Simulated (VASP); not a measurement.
Set up this calculation in VASP 6.6.1, as the native input.

| Property | Result |
| --- | --- |
| Task | relaxation of cell and atoms |
| Functional | PBE |
| Dispersion | D3(BJ) |
| Potentials or basis | VASP PAW PBE potentials, release 64 (Co, Ti_sv) |
| Cutoff | 600 eV |
| k mesh | 9 × 9 × 9 |
| Occupations | fermi-dirac, width 0.05 eV |
| Spin | collinear spin, ferromagnetic start |
| Starting moments | [2.0, 1.0] μB |
| Dipole correction | no |
| Further INCAR settings | ALGO = Normal; EDIFF = 1e-07; IBRION = 2; EDIFFG = -0.02; NSW = 80; ISIF = 3 |

The structure of TiCo lies in POSCAR:

```
TiCo
1.0
    2.9861109900      0.0000000000      0.0000000000
    0.0000000000      2.9861109900      0.0000000000
    0.0000000000      0.0000000000      2.9861109900
Co Ti
1 1
Direct
    0.5000000000      0.5000000000      0.5000000000
    0.0000000000      0.0000000000      0.0000000000
```

One way to write it, as run:

INCAR

```
PREC = Accurate
ENCUT = 600
EDIFF = 1E-7
ISMEAR = -1
SIGMA = 0.05
LREAL = False
LASPH = True
NELM = 150
ALGO = Normal
ISIF = 3
LWAVE = False
LCHARG = False
ISPIN = 2
MAGMOM = 2 1
LORBIT = 11
LMAXMIX = 4
GGA = PE
IVDW = 12
IBRION = 2
NSW = 80
EDIFFG = -0.02
```

KPOINTS

```
regular mesh
0
Gamma
  9 9 9
```

Potentials or basis: VASP PAW PBE potentials, release 64 (Co, Ti_sv).

Command:

```bash
$ cat potpaw_PBE.64/Co/POTCAR potpaw_PBE.64/Ti_sv/POTCAR > POTCAR
$ mpirun -np 1 vasp_std > vasp.out
```

It gave:

| Property | Result |
| --- | --- |
| Relaxed volume | 12.68 Å³/atom |
| Relaxed cell | a = 2.938 Å, b = 2.938 Å, c = 2.938 Å, α = 90.00°, β = 90.00°, γ = 90.00° |
| Space group after relaxing (to 0.1 Å) | Pm-3m (No. 221) |
| Energy gained by relaxing | 16.4 meV/atom |
| Ionic steps | 3 |
| Pressure after relaxing | 0.0 GPa |
| Net moment | 0.69 μB per cell |
| Site moments | Co +0.74; Ti -0.02 μB |
| Valence electrons inside the program's atomic spheres | Co 8.38; Ti 10.36 |
| Dispersion energy per atom | -0.566 eV |

Wall time 87 s on 1 thread of AMD EPYC 7R13 Processor (Zen 3) (shared host), peak memory 0.15 GiB.
